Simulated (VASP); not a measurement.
# LiTi4Sb8 (a cell with a defect) in VASP: single point with LDA

Aim: the single point of LiTi4Sb8 (a cell with a defect) with LDA.

Everything below comes from runs of VASP 6.6.1. Logs are shortened: lines on timing, memory, paths and dates and some standing lists are left out, and cuts for length are marked.

**1. The cell of the first run**

The cell holds a defect, 13 atoms: a = 6.703 Å, b = 6.703 Å, c = 5.796 Å, α = 90.00°, β = 90.00°, γ = 90.00°.

**2. Single point, LDA**

Contents of INCAR:

```
PREC     = Accurate       # precision mode
ENCUT    = 520            # plane-wave cutoff, eV
EDIFF    = 1E-6           # SCF threshold, eV
ISMEAR   = -1             # smearing method
SIGMA    = 0.1            # smearing width, eV
LREAL    = False          # projectors in reciprocal space
LASPH    = True           # aspherical terms in the spheres
NELM     = 80             # most SCF steps
ALGO     = Normal         # electronic algorithm
ISIF     = 2              # what is computed and relaxed
LWAVE    = False          # write WAVECAR
LCHARG   = False          # write CHGCAR
GGA      = CA             # functional
NBANDS   = 58             # bands
```

Contents of KPOINTS:

```
Automatic mesh
0
Gamma
  3 3 3
```

Contents of POSCAR:

```
LiTi4Sb8
1.0
    6.7029110000      0.0000000000      0.0000000000
    0.0000000000      6.7029110000      0.0000000000
    0.0000000000      0.0000000000      5.7959770000
Ti Sb Li
4 8 1
Direct
   -0.0226021202      0.0134568399      0.2472749633
    0.0095331715     -0.0473674796      0.6894264763
    0.4940838391      0.4612771973      0.7804206262
    0.4834615886      0.5199979531      0.2350768473
    0.3252169095      0.1544552807      0.4902020833
    0.9072476123      0.3703017987      0.5614584047
    0.1657488813      0.3670793182     -0.0088337135
    0.6578783457      0.1400436318     -0.0215666832
    0.8264468975      0.6499265767     -0.0013630144
    0.3113721784      0.8539573329      0.0044686168
    0.6406768641      0.8148996757      0.4898570163
    0.1784299389      0.6690824330      0.4753987119
    0.6421687532      0.1638243444      0.5449987120
```

Potentials or basis: VASP PAW LDA potentials, release 64 (Ti_sv, Sb, Li_sv).

Run with:

```
$ cat potpaw_LDA.64/Ti_sv/POTCAR potpaw_LDA.64/Sb/POTCAR potpaw_LDA.64/Li_sv/POTCAR > POTCAR
$ mpirun -np 1 vasp_std > vasp.out
```

OUTCAR:

```text
PREC = Accurate
   ENCUT = 520
   EDIFF = 1E-6
   ISMEAR = -1
   LREAL = False
   LASPH = True
   NELM = 80
   ISIF = 2
   GGA = CA

 ion  position               nearest neighbor table
   1  0.977  0.013  0.247-   2 2.60   8 2.78  10 2.85   5 2.88  11 2.97  12 2.98   9 3.01   6 3.04
                             7 3.07
   2  0.010  0.953  0.689-  12 2.54   1 2.60   5 2.76  10 2.80  11 2.88   9 2.97   6 2.98   8 3.15

   3  0.494  0.461  0.780-   7 2.60  13 2.61   4 2.67   8 2.68   9 2.86   5 2.89  11 3.07  12 3.09
                             6 3.11  10 3.18
   4  0.483  0.520  0.235-   3 2.67  12 2.67  11 2.68   7 2.75   9 2.81  10 2.85   5 3.05   8 3.17

   5  0.325  0.154  0.490-  13 2.15   2 2.76   1 2.88   3 2.89   4 3.05  11 3.11   6 3.18   7 3.40
                            12 3.40   7 3.41  10 3.46  12 3.59  10 3.60   8 3.60   8 3.71
   6  0.907  0.370  0.561-  13 2.25  12 2.75   2 2.98   7 3.03   1 3.04   3 3.11   5 3.18   9 3.20
                             8 3.32  11 3.50   7 3.73
   7  0.166  0.367  0.991-   3 2.60   4 2.75   9 2.96   6 3.03   1 3.07   5 3.40   5 3.41  10 3.41
                            12 3.46  10 3.58  12 3.61   8 3.63   8 3.73   6 3.73
   8  0.658  0.140  0.978-  13 2.52   3 2.68   1 2.78  10 3.02   2 3.15   4 3.17   6 3.32   9 3.48
                            11 3.58   9 3.60   5 3.60   7 3.63  11 3.68   5 3.71   7 3.73
   9  0.826  0.650  0.999-   4 2.81   3 2.86   7 2.96   2 2.97   1 3.01   6 3.20  11 3.30  11 3.39
                             8 3.48  10 3.53   8 3.60  12 3.64  10 3.71
  10  0.311  0.854  0.004-   2 2.80   4 2.85   1 2.85   8 3.02  12 3.13   3 3.18   7 3.41  12 3.43
                             5 3.46   9 3.53   7 3.58  11 3.59   5 3.60   9 3.71  11 3.72
  11  0.641  0.815  0.490-  13 2.36   4 2.68   2 2.88   1 2.97   3 3.07   5 3.11  12 3.25   9 3.30
                             9 3.39   6 3.50   8 3.58  10 3.59   8 3.68  10 3.72  12 3.74
  12  0.178  0.669  0.475-   2 2.54   4 2.67   6 2.75   1 2.98   3 3.09  10 3.13  11 3.25   5 3.40
                            10 3.43   7 3.46   5 3.59   7 3.61   9 3.64  11 3.74
  13  0.642  0.164  0.545-   5 2.15   6 2.25  11 2.36   8 2.52   3 2.61

  LATTYP: Found a simple tetragonal cell.
 ALAT       =     6.7029110000
 C/A-ratio  =     0.8646955032

  Lattice vectors:

 A1 = (   6.7029110000,   0.0000000000,   0.0000000000)
 A2 = (   0.0000000000,   6.7029110000,   0.0000000000)
 A3 = (   0.0000000000,   0.0000000000,   5.7959770000)

Analysis of symmetry for initial positions (statically):
=====================================================================
 Subroutine PRICEL returns:
 Original cell was already a primitive cell.

 Routine SETGRP: Setting up the symmetry group for a
 simple tetragonal supercell.

 Subroutine GETGRP returns: Found  1 space group operations
 (whereof  1 operations were pure point group operations)
 out of a pool of 16 trial point group operations.

The static configuration has the point symmetry C_1 .

Analysis of symmetry for dynamics (positions and initial velocities):
=====================================================================
 Subroutine PRICEL returns:
 Original cell was already a primitive cell.

 Routine SETGRP: Setting up the symmetry group for a
 simple tetragonal supercell.

 Subroutine GETGRP returns: Found  1 space group operations
 (whereof  1 operations were pure point group operations)
 out of a pool of 16 trial point group operations.

The dynamic configuration has the point symmetry C_1 .

 Subroutine INISYM returns: Found  1 space group operations
 (whereof  1 operations are pure point group operations),
 and found     1 'primitive' translations

----------------------------------------------------------------------------------------

                                     Primitive cell

  volume of cell :     260.4075

  direct lattice vectors                    reciprocal lattice vectors
     6.702911000  0.000000000  0.000000000     0.149188912  0.000000000  0.000000000
     0.000000000  6.702911000  0.000000000     0.000000000  0.149188912  0.000000000
     0.000000000  0.000000000  5.795977000     0.000000000  0.000000000  0.172533466

  length of vectors
     6.702911000  6.702911000  5.795977000     0.149188912  0.149188912  0.172533466

  position of ions in fractional coordinates (direct lattice)
     0.977397880  0.013456840  0.247274963
     0.009533172  0.952632520  0.689426476
     0.494083839  0.461277197  0.780420626
     0.483461589  0.519997953  0.235076847
     0.325216909  0.154455281  0.490202083
     0.907247612  0.370301799  0.561458405
     0.165748881  0.367079318  0.991166286
     0.657878346  0.140043632  0.978433317
     0.826446897  0.649926577  0.998636986
     0.311372178  0.853957333  0.004468617
     0.640676864  0.814899676  0.489857016
     0.178429939  0.669082433  0.475398712
     0.642168753  0.163824344  0.544998712

  ion indices of the primitive-cell ions
   primitive index   ion index
                 1           1
                 2           2
                 3           3
                 4           4
                 5           5
                 6           6
                 7           7
                 8           8
                 9           9
                10          10
                11          11
                12          12
                13          13

----------------------------------------------------------------------------------------

 KPOINTS: Automatic mesh

Automatic generation of k-mesh.
 Grid dimensions read from file:
 generate k-points for:    3    3    3

 Generating k-lattice:

  Cartesian coordinates                     Fractional coordinates (reciprocal lattice)
     0.049729637  0.000000000  0.000000000     0.333333333  0.000000000  0.000000000
     0.000000000  0.049729637  0.000000000     0.000000000  0.333333333  0.000000000
     0.000000000  0.000000000  0.057511155     0.000000000  0.000000000  0.333333333

  Length of vectors
     0.049729637  0.049729637  0.057511155

  Shift w.r.t. Gamma in fractional coordinates (k-lattice)
     0.000000000  0.000000000  0.000000000

 Subroutine IBZKPT returns following result:
 ===========================================

 Found     14 irreducible k-points:

 Following reciprocal coordinates:
            Coordinates               Weight
  0.000000  0.000000  0.000000      1.000000
  0.333333  0.000000  0.000000      2.000000
  0.000000  0.333333  0.000000      2.000000
  0.333333  0.333333  0.000000      2.000000
 -0.333333  0.333333  0.000000      2.000000
  0.000000  0.000000  0.333333      2.000000
  0.333333  0.000000  0.333333      2.000000
  0.000000  0.333333  0.333333      2.000000
 -0.333333  0.000000  0.333333      2.000000
  0.000000 -0.333333  0.333333      2.000000
  0.333333  0.333333  0.333333      2.000000
 -0.333333  0.333333  0.333333      2.000000
 -0.333333 -0.333333  0.333333      2.000000
  0.333333 -0.333333  0.333333      2.000000
   k-points           NKPTS =     14   k-points in BZ     NKDIM =     14   number of bands    NBANDS=     58
   number of dos      NEDOS =    301   number of ions     NIONS =     13
   total plane-waves  NPLWV = 120000
   dimension x,y,z NGX =    50 NGY =   50 NGZ =   48
   dimension x,y,z NGXF=   100 NGYF=  100 NGZF=   96
   ions per type =               4   8   1
   NGX,Y,Z   is equivalent  to a cutoff of  12.40, 12.40, 13.77 a.u.
   NGXF,Y,Z  is equivalent  to a cutoff of  24.80, 24.80, 27.54 a.u.
 SYSTEM =  unknown system
   PREC   = accura    normal or accurate (medium, high low for compatibility)
   ISTART =      0    job   : 0-new  1-cont  2-samecut
   ICHARG =      2    charge: 1-file 2-atom 10-const
   ISPIN  =      1    spin polarized calculation?
   LNONCOLLINEAR =      F non collinear calculations
   LSORBIT =      F    spin-orbit coupling
   LASPH  =      T    aspherical Exc in radial PAW
   ENCUT  =  520.0 eV  38.22 Ry    6.18 a.u.  12.46 12.46 10.78*2*pi/ulx,y,z
   NELM   =     80;   NELMIN=  2; NELMDL= -5     # of ELM steps
   EDIFF  = 0.1E-05   stopping-criterion for ELM
   LREAL  =      F    real-space projection
   EDIFFG = 0.1E-04   stopping-criterion for IOM
   NSW    =      0    number of steps for IOM
   IBRION =     -1    ionic relax: 0-MD 1-quasi-New 2-CG
   NFREE  =      0    steps in history (QN), initial steepest desc. (CG)
   ISIF   =      2    stress and relaxation
   ISYM   =      2    0-nonsym 1-usesym 2-fastsym
   POTIM  = 0.5000    time-step for ionic-motion
   TEBEG  =    0.0;   TEEND  =   0.0 temperature during run
   PSTRESS=    0.0 pullay stress
   NELECT =      91.0000    total number of electrons
   NUPDOWN=      -1.0000    fix difference up-down
   EMIN   =  10.00;   EMAX   =-10.00  energy-range for DOS
   EFERMI =   0.00;   METHOD = LEGACY
   ISMEAR =    -1;   SIGMA  =   0.10  broadening in eV -4-tet -1-fermi 0-gaus
   EFERMI_NEDOS =   21; number of points for ismear=-14 and -15
   IALGO  =     38    algorithm
   IMIX   =      4    mixing-type and parameters
     AMIX     =   0.40;   BMIX     =  1.00
     AMIX_MAG =   1.60;   BMIX_MAG =  1.00
  volume/ion in A,a.u.               =      20.03       135.18
  Fermi-wavevector in a.u.,A,eV,Ry     =   1.153110  2.179062 18.091162  1.329663
  Thomas-Fermi vector in A             =   2.289756
   LORBIT       =      0    0 simple, 1 ext, 2 COOP (PROOUT), +10 PAW based schemes
   GGA     = CA    functional components
   LHFCALC =     F    Hartree Fock is set to
   AEXX    =    0.0000 exact exchange contribution
   IVDW    =     0    specifies the selected vdW correction
   LEPSILON=     F    determine dielectric tensor
   LRPA    =     F    only Hartree local field effects (RPA)
 non-spin polarized calculation
  energy-cutoff  :      520.00
  volume of cell :      260.41
 maximum number of plane-waves:      7042
 NGX is ok and might be reduce to    50
   NGX = 25   NGY = 25   NGZ = 21

 number of electron      91.0000003 magnetization

 Free energy of the ion-electron system (eV)
  ---------------------------------------------------
  ext. energy  EPLUGINS =         0.00000000
  ---------------------------------------------------
  free energy    TOTEN  =       -76.98634272 eV

  energy without entropy =      -76.69589421  energy(sigma->0) =      -76.84111847

 E-fermi :   9.6833     XC(G=0): -11.1701

 val. band max:        9.6769975276   @ k =   0.3333  -0.3333   0.3333
 cond. band min:       9.6845288101   @ k =   0.3333   0.3333   0.0000
 fundamental gap:      0.0075312825
 Fermi energy:         9.6832766981

 k-point     1 :       0.0000    0.0000    0.0000
  band No.  band energies     occupation
      1     -46.5184      2.00000
      2     -46.4552      2.00000
      3     -46.3864      2.00000
      4     -46.3692      2.00000
      5     -35.6329      2.00000
      6     -23.3324      2.00000
[... 49 lines left out ...]
     56      11.4646      0.00000
     57      11.6591      0.00000

 k-point     2 :       0.3333    0.0000    0.0000
  band No.  band energies     occupation
      1     -46.5184      2.00000
      2     -46.4552      2.00000
      3     -46.3863      2.00000
      4     -46.3692      2.00000
      5     -35.6329      2.00000
      6     -23.3324      2.00000
[... 713 lines left out ...]
  band No.  band energies     occupation
      1     -46.5165      2.00000
      2     -46.4503      2.00000
      3     -46.3914      2.00000
      4     -46.3712      2.00000
      5     -35.6329      2.00000
      6     -23.2963      2.00000
[... 49 lines left out ...]
     56      11.5845      0.00000
     57      11.7051      0.00000
 [bands above 57 left out]

------------------------ aborting loop because EDIFF is reached ----------------------------------------

  FORCE on cell =-STRESS in cart. coord.  units (eV):
  Direction    XX          YY          ZZ          XY          YZ          ZX
  --------------------------------------------------------------------------------------
  -------------------------------------------------------------------------------------
  Total       11.4605990      6.6627577      3.6416187      1.3292310      1.3532145      0.5696651
  in kB       70.5122122     40.9931266     22.4053375      8.1781955      8.3257558      3.5049079
  external PRESSURE =      44.6368921 kB  Pullay stress =       0.0000000 kB

 VOLUME and BASIS-vectors are now :
 -----------------------------------------------------------------------------
  energy-cutoff  :      520.00
  volume of cell :      260.41
      direct lattice vectors                 reciprocal lattice vectors
     6.702911000  0.000000000  0.000000000     0.149188912  0.000000000  0.000000000
     0.000000000  6.702911000  0.000000000     0.000000000  0.149188912  0.000000000
     0.000000000  0.000000000  5.795977000     0.000000000  0.000000000  0.172533466

 POSITION                                       TOTAL-FORCE (eV/Angst)
 -----------------------------------------------------------------------------------
      6.55141      0.09020      1.43320         0.497745     -0.189977     -0.812036
      0.06390      6.38541      3.99590        -1.526769      2.124306      2.167622
      3.31180      3.09190      4.52330         0.818829      2.299535     -1.515887
      3.24060      3.48550      1.36250         0.816458     -1.501706      0.619034
      2.17990      1.03530      2.84120        -1.883302     -0.314426     -0.635123
      6.08120      2.48210      3.25420        -0.644682     -0.081776     -0.729555
      1.11100      2.46050      5.74478        -1.589764     -1.313008      0.837741
      4.40970      0.93870      5.67098        -0.244250     -0.381851      1.066274
      5.53960      4.35640      5.78808         0.323236      0.331539      0.021998
      2.08710      5.72400      0.02590         1.078975      0.177088     -0.334140
      4.29440      5.46220      2.83920         0.598049     -0.387351      0.094567
      1.19600      4.48480      2.75540         0.262606     -0.580542     -0.364887
      4.30440      1.09810      3.15880         1.492868     -0.181830     -0.415609
 -----------------------------------------------------------------------------------
    total drift:                               -0.000101      0.000146      0.000881

  FREE ENERGIE OF THE ION-ELECTRON SYSTEM (eV)
  ---------------------------------------------------
  free  energy   TOTEN  =       -76.9863427228 eV

  energy  without entropy=      -76.6958942122  energy(sigma->0) =      -76.84111847
```

It took 3.3 min on 1 thread of Intel Xeon Platinum 8488C (Sapphire Rapids), shared host; peak memory 0.37 GiB.

What came out:

| Property | Result |
| --- | --- |
| Free energy | -76.9863 eV |
| Largest force | 3.397 eV/Å |

Forces on the atoms (eV/Å):
```
Ti   0.498 -0.190 -0.812
Ti  -1.527  2.124  2.168
Ti   0.819  2.300 -1.516
Ti   0.816 -1.502  0.619
Sb  -1.883 -0.314 -0.635
Sb  -0.645 -0.082 -0.730
Sb  -1.590 -1.313  0.838
Sb  -0.244 -0.382  1.066
Sb   0.323  0.332  0.022
Sb   1.079  0.177 -0.334
Sb   0.598 -0.387  0.095
Sb   0.263 -0.581 -0.365
Li   1.493 -0.182 -0.416
```

Caveat: the k points lie up to 0.36 Å⁻¹ apart; the cutoff is under 1.25 times the usual one of these potentials, so pressure, stress and relaxed cells hold a basis-set (Pulay) error; spin-orbit coupling is left out, which moves the levels of the heavy elements.
